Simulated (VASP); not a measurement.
Runs of VASP 6.6.1 on WC. The structure is that of space group Fm-3m (No. 225), or close to it. The cells are those of the table. 

```csv
cell,gap on the mesh (eV),pressure (GPa)
"a = 3.132 Å, angles 60.0°, 2 atoms",none,-18.5
"a = 3.162 Å, angles 60.0°, 2 atoms",none,(a)
"a = 3.101 Å, angles 60.0°, 2 atoms",none,(b)
"a = 3.038 Å, angles 60.0°, 2 atoms",none,16.0
"a = 3.070 Å, angles 60.0°, 2 atoms",none,2.6
```

Alike in all rows: task single point; level PBEsol; potentials or basis VASP PAW PBE potentials, release 64 (W_sv, C); no spin polarisation; k mesh 11 × 11 × 11; cutoff (eV) 520; smearing fermi-dirac 0.1 eV.

Problem. Estimate the missing entries.

Solution. (a) -26.7; (b) -8.8.

Caveats: the PAW data sets were made with another functional, which shifts forces and pressure a little; spin-orbit coupling is left out, which moves the levels of the heavy elements.

A k mesh can miss the band edges, and the runs leave out spin-orbit coupling on W.

A gap of «none» marks levels without a gap at the run's occupations.
